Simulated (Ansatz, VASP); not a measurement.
**AlGaN2 in VASP and in Ansatz**

```
CELL_PARAMETERS angstrom
3.29457 0.00000 0.00000
0.00000 3.29457 0.00000
0.00000 0.00000 4.23320
ATOMIC_POSITIONS crystal
Al 0.50000 0.50000 0.50000
Ga 0.00000 0.00000 0.00000
N 0.50000 0.00000 0.73856
N 0.00000 0.50000 0.26144
```

Alike in both runs: functional LDA; k mesh 8 × 8 × 6; occupations gaussian, width 0.05 eV; no spin polarisation.

Ansatz relaxed the structure, and its values are those at the end. VASP's run is a single point on that final structure, the one shown.

|  | VASP | Ansatz |
| --- | --- | --- |
| version | VASP 6.6.1 | Ansatz 0.2.0 |
| potentials or method | VASP PAW LDA potentials, release 64 (Al, Ga_d, N), cutoff 520 eV | scalar-relativistic, plane waves, PAW |
| valence electrons in the cell | 26 | 26 |

|  | VASP | Ansatz | Ansatz less VASP |
| --- | --- | --- | --- |
| gap on the k mesh at the Fermi level (eV) | 2.44 | 2.43 | -0.009 |
| least direct gap on the mesh (eV) | 2.44 | 2.43 | -0.009 |
| pressure (GPa) | -13.6 | -14.2 | -0.65 |
| rms of the force components (eV/Å) | 0.010 | 0.000 | -0.0097 |

Ansatz warns that its potentials were made for another functional, while VASP's fit it. LDA's correlation is that of Perdew and Zunger in VASP and of Perdew and Wang (1992) in Ansatz. Ansatz's warnings: stress scf threshold loose.
